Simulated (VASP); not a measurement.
Set up this calculation in VASP 6.6.1, as the native input.

* Task: single point
* Functional: PBE
* Potentials or basis: VASP PAW PBE potentials, release 64 (Sn_d, O)
* Cutoff: 520 eV
* k mesh: 6 × 6 × 4
* Occupations: fermi-dirac, width 0.05 eV
* Spin: no spin polarisation
* Dipole correction: no
* Further INCAR settings: ALGO = Normal; EDIFF = 1e-06; NBANDS = 28

The structure of SnO (Romarchite) lies in POSCAR:

```
SnO
1.0
    3.7298319001      0.0000000000      0.0000000000
    0.0000000000      3.7298319001      0.0000000000
    0.0000000000      0.0000000000      4.7531643926
Sn O
2 2
Direct
    0.5000000000      0.0000000000      0.2369000000
    0.0000000000      0.5000000000      0.7631000000
    0.0000000000      0.0000000000      0.0000000000
    0.5000000000      0.5000000000      0.0000000000
```

One way to write it, as run:

INCAR

```
SYSTEM = SnO
PREC     = Accurate       ! precision mode
ENCUT    = 520            ! plane-wave cutoff, eV
EDIFF    = 1E-6           ! SCF threshold, eV
ISMEAR   = -1             ! smearing method
SIGMA    = 0.05           ! smearing width, eV
LREAL    = .FALSE.        ! projectors in reciprocal space
LASPH    = .TRUE.         ! aspherical terms in the spheres
NELM     = 60             ! most SCF steps
ALGO     = Normal         ! electronic algorithm
ISIF     = 2              ! what is computed and relaxed
LWAVE    = .FALSE.        ! write WAVECAR
LCHARG   = .FALSE.        ! write CHGCAR
GGA      = PE             ! functional
NBANDS   = 28             ! bands
```

KPOINTS

```
regular mesh
0
G
  6 6 4
  0 0 0
```

Potentials or basis: VASP PAW PBE potentials, release 64 (Sn_d, O).

The run is started by

```bash
$ cat potpaw_PBE.64/Sn_d/POTCAR potpaw_PBE.64/O/POTCAR > POTCAR
$ mpirun -np 1 vasp_std > vasp.out
```

Results of the run:

| Quantity | Value |
| --- | --- |
| Pressure | 11.4 GPa |
| Largest force | 1.510 eV/Å |
| Band gap on the k mesh | zero (band 20 reaches 8.12 eV, above the bottom of band 21 at 7.98 eV) |

Caveat: spin-orbit coupling is left out, which moves the levels of the heavy elements; forces of over 1 eV/Å act on the atoms, so gaps and moduli don't describe the material at rest.

It took 75 s on 1 thread of Intel Xeon 8259CL, with other jobs on the host, peak memory 0.19 GiB.
